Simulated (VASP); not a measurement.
# LiPr3N2 (R32) in VASP: single point with PBE

Aim: the single point of LiPr3N2 with PBE.

Program: VASP 6.6.1. These are calculated values, not measurements. Logs are shortened: lines on timing, memory, paths and dates and some standing lists are left out, and cuts for length are marked.

### 1 The cell of the first run

The typed cell holds 6 atoms: a = 5.308 Å, b = 5.308 Å, c = 5.308 Å, α = 91.85°, β = 91.85°, γ = 91.85°.

The cell was generated, and may not be a known phase.

### 2 Single point, PBE

The input, INCAR:

```
SYSTEM = LiPr3N2
PREC = Accurate
ENCUT = 750
EDIFF = 1E-6
ISMEAR = 0
SIGMA = 0.2
LREAL = .False.
LASPH = .True.
NELM = 200
ALGO = Normal
ISIF = 2
LWAVE = .False.
LCHARG = .True.
GGA = PE
LELF = .True.
LVHAR = .True.
NBANDS = 32
GGA_COMPAT = .False.
LMAXMIX = 6
```

The input, KPOINTS:

```
regular mesh
0
Gamma
  3 3 3
  0 0 0
```

The input, POSCAR:

```
LiPr3N2
1.0
    3.8133390587      2.2016323336      2.9636289363
   -3.8133390587      2.2016323336      2.9636289363
    0.0000000000     -4.4032646625      2.9636289398
Li Pr N
1 3 2
Direct
    0.0000000000      0.0000000000      0.0000000000
    0.5000664566      0.4999335434      0.0000000000
    0.0000000000      0.5000664566      0.4999335434
    0.4999335434      0.0000000000      0.5000664566
    0.7759905054      0.7759905054      0.7759905054
    0.2240094946      0.2240094946      0.2240094946
```

Potentials or basis: VASP PAW PBE potentials, release 64 (Li_sv, Pr_3, N), 4f in core.

Run with:

```sh
$ cat potpaw_PBE.64/Li_sv/POTCAR potpaw_PBE.64/Pr_3/POTCAR potpaw_PBE.64/N/POTCAR > POTCAR
$ mpirun -np 1 vasp_std > vasp.out
```

OUTCAR:

```text
SYSTEM = LiPr3N2
   PREC = Accurate
   ENCUT = 750
   EDIFF = 1E-6
   ISMEAR = 0
   LREAL = .False.
   LASPH = .True.
   NELM = 200
   ISIF = 2
   GGA = PE

 ion  position               nearest neighbor table
   1  0.000  0.000  0.000-   5 1.99   6 1.99
   2  0.500  0.500  0.000-   5 2.41   6 2.41   3 3.69   4 3.69   4 3.69   3 3.69   3 3.81   4 3.81
                             3 3.81   4 3.81
   3  0.000  0.500  0.500-   5 2.41   6 2.41   4 3.69   2 3.69   4 3.69   2 3.69   2 3.81   2 3.81
                             4 3.81   4 3.81
   4  0.500  0.000  0.500-   6 2.41   5 2.41   3 3.69   2 3.69   3 3.69   2 3.69   2 3.81   2 3.81
                             3 3.81   3 3.81
   5  0.776  0.776  0.776-   1 1.99   2 2.41   3 2.41   4 2.41
   6  0.224  0.224  0.224-   1 1.99   2 2.41   4 2.41   3 2.41

  LATTYP: Found a trigonal (rhomboedric) cell.
 ALAT       =     5.3077147795
 COS(alpha) =    -0.0323469641

  Lattice vectors:

 A1 = (   3.8133390587,   2.2016323336,   2.9636289363)
 A2 = (  -3.8133390587,   2.2016323336,   2.9636289363)
 A3 = (   0.0000000000,  -4.4032646625,   2.9636289398)

Analysis of symmetry for initial positions (statically):
=====================================================================
 Subroutine PRICEL returns:
 Original cell was already a primitive cell.

 Routine SETGRP: Setting up the symmetry group for a
 trigonal (rhombohedral) supercell.

 Subroutine GETGRP returns: Found  6 space group operations
 (whereof  6 operations were pure point group operations)
 out of a pool of 12 trial point group operations.

The static configuration has the point symmetry D_3 .

Analysis of symmetry for dynamics (positions and initial velocities):
=====================================================================
 Subroutine PRICEL returns:
 Original cell was already a primitive cell.

 Routine SETGRP: Setting up the symmetry group for a
 trigonal (rhombohedral) supercell.

 Subroutine GETGRP returns: Found  6 space group operations
 (whereof  6 operations were pure point group operations)
 out of a pool of 12 trial point group operations.

The dynamic configuration has the point symmetry D_3 .

 Subroutine INISYM returns: Found  6 space group operations
 (whereof  6 operations are pure point group operations),
 and found     1 'primitive' translations

----------------------------------------------------------------------------------------

                                     Primitive cell

  volume of cell :     149.2881

  direct lattice vectors                    reciprocal lattice vectors
     3.813339059  2.201632334  2.963628936     0.131118684  0.075701408  0.112474719
    -3.813339059  2.201632334  2.963628936    -0.131118684  0.075701408  0.112474719
     0.000000000 -4.403264662  2.963628940     0.000000000 -0.151402815  0.112474720

  length of vectors
     5.307714780  5.307714780  5.307714780     0.188609053  0.188609053  0.188609053

  position of ions in fractional coordinates (direct lattice)
     0.000000000  0.000000000  0.000000000
     0.500066457  0.499933543  0.000000000
     0.000000000  0.500066457  0.499933543
     0.499933543  1.000000000  0.500066457
     0.775990505  0.775990505  0.775990505
     0.224009495  0.224009495  0.224009495

  ion indices of the primitive-cell ions
   primitive index   ion index
                 1           1
                 2           2
                 3           3
                 4           4
                 5           5
                 6           6

----------------------------------------------------------------------------------------

 KPOINTS: regular mesh

Automatic generation of k-mesh.
 Grid dimensions read from file:
 generate k-points for:    3    3    3

 Generating k-lattice:

  Cartesian coordinates                     Fractional coordinates (reciprocal lattice)
     0.043706228  0.025233803  0.037491573     0.333333333  0.000000000  0.000000000
    -0.043706228  0.025233803  0.037491573     0.000000000  0.333333333  0.000000000
     0.000000000 -0.050467605  0.037491573     0.000000000  0.000000000  0.333333333

  Length of vectors
     0.062869684  0.062869684  0.062869684

  Shift w.r.t. Gamma in fractional coordinates (k-lattice)
     0.000000000  0.000000000  0.000000000

 Subroutine IBZKPT returns following result:
 ===========================================

 Found      6 irreducible k-points:

 Following reciprocal coordinates:
            Coordinates               Weight
  0.000000  0.000000  0.000000      1.000000
  0.333333  0.000000  0.000000      6.000000
  0.333333  0.333333  0.000000      6.000000
 -0.333333  0.333333  0.000000      6.000000
  0.333333  0.333333  0.333333      2.000000
 -0.333333  0.333333  0.333333      6.000000
   k-points           NKPTS =      6   k-points in BZ     NKDIM =      6   number of bands    NBANDS=     32
   number of dos      NEDOS =    301   number of ions     NIONS =      6
   total plane-waves  NPLWV = 110592
   dimension x,y,z NGX =    48 NGY =   48 NGZ =   48
   dimension x,y,z NGXF=    96 NGYF=   96 NGZF=   96
   ions per type =               1   3   2
   NGX,Y,Z   is equivalent  to a cutoff of  15.03, 15.03, 15.03 a.u.
   NGXF,Y,Z  is equivalent  to a cutoff of  30.07, 30.07, 30.07 a.u.
 SYSTEM =  LiPr3N2
   PREC   = accura    normal or accurate (medium, high low for compatibility)
   ISTART =      0    job   : 0-new  1-cont  2-samecut
   ICHARG =      2    charge: 1-file 2-atom 10-const
   ISPIN  =      1    spin polarized calculation?
   LNONCOLLINEAR =      F non collinear calculations
   LSORBIT =      F    spin-orbit coupling
   LASPH  =      T    aspherical Exc in radial PAW
   ENCUT  =  750.0 eV  55.12 Ry    7.42 a.u.  11.85 11.85 11.85*2*pi/ulx,y,z
   NELM   =    200;   NELMIN=  2; NELMDL= -5     # of ELM steps
   EDIFF  = 0.1E-05   stopping-criterion for ELM
   LREAL  =      F    real-space projection
   EDIFFG = 0.1E-04   stopping-criterion for IOM
   NSW    =      0    number of steps for IOM
   IBRION =     -1    ionic relax: 0-MD 1-quasi-New 2-CG
   NFREE  =      0    steps in history (QN), initial steepest desc. (CG)
   ISIF   =      2    stress and relaxation
   ISYM   =      2    0-nonsym 1-usesym 2-fastsym
   POTIM  = 0.5000    time-step for ionic-motion
   TEBEG  =    0.0;   TEEND  =   0.0 temperature during run
   PSTRESS=    0.0 pullay stress
   NELECT =      46.0000    total number of electrons
   NUPDOWN=      -1.0000    fix difference up-down
   EMIN   =  10.00;   EMAX   =-10.00  energy-range for DOS
   EFERMI =   0.00;   METHOD = LEGACY
   ISMEAR =     0;   SIGMA  =   0.20  broadening in eV -4-tet -1-fermi 0-gaus
   EFERMI_NEDOS =   21; number of points for ismear=-14 and -15
   IALGO  =     38    algorithm
   IMIX   =      4    mixing-type and parameters
     AMIX     =   0.40;   BMIX     =  1.00
     AMIX_MAG =   1.60;   BMIX_MAG =  1.00
  volume/ion in A,a.u.               =      24.88       167.91
  Fermi-wavevector in a.u.,A,eV,Ry     =   1.105738  2.089542 16.635260  1.222657
  Thomas-Fermi vector in A             =   2.242230
   LORBIT       =      0    0 simple, 1 ext, 2 COOP (PROOUT), +10 PAW based schemes
   GGA     = PE    functional components
   LHFCALC =     F    Hartree Fock is set to
   AEXX    =    0.0000 exact exchange contribution
   IVDW    =     0    specifies the selected vdW correction
   LEPSILON=     F    determine dielectric tensor
   LRPA    =     F    only Hartree local field effects (RPA)
 non-spin polarized calculation
 Gauss-broadening in eV      SIGMA  =   0.20
  energy-cutoff  :      750.00
  volume of cell :      149.29
 maximum number of plane-waves:      6987
   NGX = 23   NGY = 23   NGZ = 23

 number of electron      45.9999995 magnetization

 Free energy of the ion-electron system (eV)
  ---------------------------------------------------
  ext. energy  EPLUGINS =         0.00000000
  ---------------------------------------------------
  free energy    TOTEN  =       -34.52053529 eV

  energy without entropy =      -34.39591394  energy(sigma->0) =      -34.45822462

 E-fermi :   2.9464     XC(G=0):  -9.1242

 val. band max:        2.8496533223   @ k =   0.3333   0.3333   0.0000
 cond. band min:       2.9958766566   @ k =  -0.3333   0.3333   0.0000
 fundamental gap:      0.1462233343
 Fermi energy:         2.9464276678

 k-point     1 :       0.0000    0.0000    0.0000
  band No.  band energies     occupation
      1     -42.3376      2.00000
      2     -33.3754      2.00000
      3     -33.2467      2.00000
      4     -33.2467      2.00000
      5     -16.0248      2.00000
      6     -15.8010      2.00000
[... 24 lines left out ...]
     31       7.1544      0.00000
     32       7.1544      0.00000

 k-point     2 :       0.3333    0.0000    0.0000
  band No.  band energies     occupation
      1     -42.3376      2.00000
      2     -33.3484      2.00000
      3     -33.2740      2.00000
      4     -33.2465      2.00000
      5     -15.8479      2.00000
      6     -15.7181      2.00000
[... 24 lines left out ...]
     31       6.3502      0.00000
     32       6.6080      0.00000

 k-point     3 :       0.3333    0.3333    0.0000
  band No.  band energies     occupation
      1     -42.3376      2.00000
      2     -33.3236      2.00000
      3     -33.2827      2.00000
      4     -33.2622      2.00000
      5     -15.8858      2.00000
      6     -15.6460      2.00000
[... 24 lines left out ...]
     31       6.1712      0.00000
     32       6.1940      0.00000

 k-point     4 :      -0.3333    0.3333    0.0000
  band No.  band energies     occupation
      1     -42.3376      2.00000
      2     -33.3281      2.00000
      3     -33.2749      2.00000
      4     -33.2655      2.00000
      5     -15.7635      2.00000
      6     -15.6633      2.00000
[... 24 lines left out ...]
     31       6.0546      0.00000
     32       6.3836      0.00000

 k-point     5 :       0.3333    0.3333    0.3333
  band No.  band energies     occupation
      1     -42.3376      2.00000
      2     -33.3030      2.00000
      3     -33.2825      2.00000
      4     -33.2823      2.00000
      5     -16.0826      2.00000
      6     -15.6720      2.00000
[... 24 lines left out ...]
     31       5.6085      0.00000
     32       5.6095      0.00000

 k-point     6 :      -0.3333    0.3333    0.3333
  band No.  band energies     occupation
      1     -42.3376      2.00000
      2     -33.3137      2.00000
      3     -33.2824      2.00000
      4     -33.2716      2.00000
      5     -15.9411      2.00000
      6     -15.7748      2.00000
[... 24 lines left out ...]
     31       6.4930      0.00000
     32       6.5491      0.00000

------------------------ aborting loop because EDIFF is reached ----------------------------------------

  FORCE on cell =-STRESS in cart. coord.  units (eV):
  Direction    XX          YY          ZZ          XY          YZ          ZX
  --------------------------------------------------------------------------------------
  -------------------------------------------------------------------------------------
  Total       -0.1909633     -0.1909633      0.1807330      0.0000000      0.0000000      0.0000000
  in kB       -2.0494403     -2.0494403      1.9396475      0.0000000      0.0000000      0.0000000
  external PRESSURE =      -0.7197443 kB  Pullay stress =       0.0000000 kB

 VOLUME and BASIS-vectors are now :
 -----------------------------------------------------------------------------
  energy-cutoff  :      750.00
  volume of cell :      149.29
      direct lattice vectors                 reciprocal lattice vectors
     3.813339059  2.201632334  2.963628936     0.131118684  0.075701408  0.112474719
    -3.813339059  2.201632334  2.963628936    -0.131118684  0.075701408  0.112474719
     0.000000000 -4.403264662  2.963628940     0.000000000 -0.151402815  0.112474720

 POSITION                                       TOTAL-FORCE (eV/Angst)
 -----------------------------------------------------------------------------------
      0.00000      0.00000      0.00000        -0.000000      0.000000      0.000000
      0.00051      2.20163      2.96363        -0.000744      0.000000     -0.000000
     -1.90692     -1.10038      2.96363         0.000372     -0.000645      0.000000
      1.90642     -1.10126      2.96363         0.000372      0.000645     -0.000000
      0.00000      0.00000      6.89924        -0.000000     -0.000000     -0.044654
      0.00000      0.00000      1.99164        -0.000000      0.000000      0.044654
 -----------------------------------------------------------------------------------
    total drift:                               -0.000000     -0.000000      0.000000

  FREE ENERGIE OF THE ION-ELECTRON SYSTEM (eV)
  ---------------------------------------------------
  free  energy   TOTEN  =       -34.5205352876 eV

  energy  without entropy=      -34.3959139442  energy(sigma->0) =      -34.45822462
```

Wall time 34 s (1 thread of Intel Xeon 6975P-C (Granite Rapids), shared host); peak memory 0.33 GiB.

Results:

```
Free energy            : -34.5205 eV
Pressure               : -0.1 GPa
Largest force          : 0.045 eV/Å
Band gap on the k mesh : zero (bands 23 and 24 overlap by 0.72 eV)
```

Forces on the atoms (eV/Å):
```
Li   0.000  0.000  0.000
Pr  -0.001  0.000  0.000
Pr   0.000 -0.001  0.000
Pr   0.000  0.001  0.000
N    0.000  0.000 -0.045
N    0.000  0.000  0.045
```

Levels at points of the mesh, in eV from the Fermi level:
```tsv
k point	band 21	band 22	band 23	band 24	band 25	band 26
(0.00, 0.00, 0.00)	-0.84	-0.84	-0.67	-0.67	0.40	0.46
```

Caveat: the k points lie up to 0.40 Å⁻¹ apart, too coarse for converged energies and pressures of a metal; spin-orbit coupling is left out, which moves the levels of the heavy elements; the 4f electrons are frozen in the core, so they carry no moment and show no levels; the run has no spin polarisation, though such a crystal can be magnetic. Spin polarisation is off, so any magnetic state and its effect on volume and gap are missing.

The gap in the log of VASP goes by the Fermi energy; the results here count the filled bands.